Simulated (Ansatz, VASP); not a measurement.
# Two plane-wave programs on Al

The input INCAR:

```
SYSTEM = Al
PREC = Accurate ; ENCUT = 520
EDIFF = 1E-6 ; ISMEAR = -1
SIGMA = 0.1 ; LREAL = .FALSE.
LASPH = .TRUE. ; NELM = 100
ALGO = Normal ; ISIF = 2
LWAVE = .FALSE. ; LCHARG = .TRUE.
GGA = B5 ; ALDAX = 1.0
AGGAX = 1.0 ; AGGAC = 1.0
ALDAC = 0.0 ; LELF = .TRUE.
LVHAR = .TRUE. ; NBANDS = 12
```

Contents of KPOINTS:

```
Automatic mesh
0
G
  9 9 12
  0 0 0
```

Contents of POSCAR:

```
Al
1.0
    4.8550614792      0.0000000000      0.0000000000
   -2.4275307396      4.2046065779      0.0000000000
    0.0000000000      0.0000000000      3.0440982852
Al
3
Direct
    0.0000000000      1.0000000000      0.0000000000
    0.3333333333      0.6666666667      0.5000000000
    0.6666666667      0.3333333333      0.5000000000
```

Input for Ansatz:

```yaml
crystal:
  lattice:
    - [4.8550614792, 0.0, 0.0]
    - [-2.4275307396, 4.2046065779, 0.0]
    - [0.0, 0.0, 3.0440982852]
  atoms:
    - { symbol: Al, position: [0.0, 1.0, 0.0] }
    - { symbol: Al, position: [0.3333333333, 0.6666666667, 0.5] }
    - { symbol: Al, position: [0.6666666667, 0.3333333333, 0.5] }
hamiltonian:
  xc: blyp
  pseudopotentials:
    kind: paw
    azcp:
      Al: "pseudopotentials/Al.paw.azcp"
basis:
  ecutwfc: 420
  fft_grid_basis: typed
kpoints:
  mp_grid: { grid: [9, 9, 12], shift: [0, 0, 0] }
magnetization:
  spin_polarized: false
scf:
  occupations: { method: fermi_dirac, width: 0.1 }
  lower_state_search: "off"
output:
  stress: true
```

Alike in both runs: task single point; functional BLYP; k mesh 9 × 9 × 12; occupations fermi-dirac, width 0.1 eV; no spin polarisation.

```csv
,VASP,Ansatz
version,VASP 6.6.1,Ansatz 0.2.0
potentials or method,"VASP PAW PBE potentials, release 64 (Al), cutoff 520 eV","plane waves (420 eV) with PAW, scalar-relativistic"
valence electrons in the cell,9,9
```

|  | VASP | Ansatz | Ansatz less VASP |
| --- | --- | --- | --- |
| pressure (GPa) | -4.1 | -4.1 | -0.05 |
| traceless stress, the component that is largest in VASP (GPa) | -0.10 | -0.10 | +0.009 |

VASP's potentials were made for PBE, not for BLYP.
